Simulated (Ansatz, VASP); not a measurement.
**LiF: VASP beside Ansatz**

```
Li F
1.0
     2.98310    0.00000    0.00000
    -1.49155    2.58344    0.00000
     0.00000    0.00000    4.80696
Li F
2 2
Direct
  0.33333 0.66667 0.39334
  0.66667 0.33333 0.89334
  0.33333 0.66667 0.99102
  0.66667 0.33333 0.49102
```

Alike in both runs: task single point; functional LDA; k mesh 9 × 9 × 6; occupations gaussian, width 0.05 eV; no spin polarisation.

```csv
,VASP,Ansatz
version,VASP 6.6.1,Ansatz 0.2.0
potentials or method,"VASP PAW LDA potentials, release 64 (Li_sv, F), cutoff 520 eV","scalar-relativistic, plane waves, PAW"
valence electrons in the cell,20,20
```

```csv
,VASP,Ansatz,Ansatz less VASP
gap on the k mesh at the Fermi level (eV),7.82,7.83,+0.016
least direct gap on the mesh (eV),7.82,7.83,+0.016
rms of the force components (eV/Å),0.167,0.166,-0.0013
```

LDA's correlation is that of Perdew and Zunger in VASP and of Perdew and Wang (1992) in Ansatz. Atom by atom the forces differ by 0.001 eV/Å (rms over components).

Noted on VASP's run: the cutoff is under 1.25 times that of the potentials, so the pressure is a little rough.
